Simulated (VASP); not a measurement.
Runs of VASP 6.6.1 on ZnS. The structure is that of space group P-6m2 (No. 187), or close to it. The cells are those of the table. 

```csv
task,cell,k mesh,smearing,gap on the mesh (eV),pressure (GPa),relaxed volume (Å³/atom)
single point,"a = 3.550, b = 3.550, c = 3.182 Å, angles 90.0, 90.0, 120.0°, 2 atoms",18 × 18 × 18,gaussian 0.1 eV,none,0.1,-
single point,"a = 3.550, b = 3.550, c = 3.182 Å, angles 90.0, 90.0, 120.0°, 2 atoms",18 × 18 × 18,tetrahedron,none,0.2,-
relaxation of cell and atoms,"relaxed from a = 3.312, b = 3.312, c = 3.261 Å, angles 90.0, 90.0, 120.0°, 2 atoms",6 × 6 × 6,gaussian 0.1 eV,none,0.1,17.29
relaxation of cell and atoms,"relaxed from a = 3.554, b = 3.554, c = 3.150 Å, angles 90.0, 90.0, 120.0°, 2 atoms",18 × 18 × 18,gaussian 0.1 eV,none,0.0,17.39
single point,"a = 3.554, b = 3.554, c = 3.150 Å, angles 90.0, 90.0, 120.0°, 2 atoms",6 × 6 × 6,gaussian 0.1 eV,none,(a),-
```

Alike in all rows: level PBE; potentials or basis VASP PAW PBE potentials, release 64 (Zn, S); no spin polarisation; cutoff (eV) 500.

**Question.** Estimate the missing entries.

**Answer.** (a) 0.4.

Caveats: some runs use coarse meshes.

A gap of «none» marks levels without a gap at the run's occupations.
